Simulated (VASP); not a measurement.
Input of a VASP 6.6.1 run:

File INCAR:

```
SYSTEM = C
PREC = Accurate
ENCUT = 520
EDIFF = 1E-6
ISMEAR = 0
SIGMA = 0.02
LREAL = .False.
LASPH = .True.
NELM = 100
ALGO = Normal
ISIF = 2
LWAVE = .False.
LCHARG = .False.
GGA = PS
IBRION = 2
NSW = 60
EDIFFG = -0.002
```

KPOINTS

```
regular mesh
0
Gamma
  9 9 6
  0 0 0
```

POSCAR

```
C
1.0
    2.4991315043      0.0000000000      0.0000000000
   -1.2495657522      2.1643113701      0.0000000000
    0.0000000000      0.0000000000      4.1189829197
C
4
Direct
    0.3333333333      0.6666666667     -0.0002589785
    0.6666666667      0.3333333333      0.4997410215
    0.3333333333      0.6666666667      0.3742589785
    0.6666666667      0.3333333333      0.8742589785
```

Potentials or basis: VASP PAW PBE potentials, release 64 (C).

The run is started by

```console
$ cat potpaw_PBE.64/C/POTCAR > POTCAR
$ mpirun -np 1 vasp_std > vasp.out
```

(1) Estimate the energy gained by relaxing.

(2) Predict the band gap on the k mesh.

## Answers

(1) 0.0 meV/atom.

(2) 3.03 eV, indirect (least direct gap 4.81 eV).

Caveat: the cell differs from its parent crystal (strained cell).
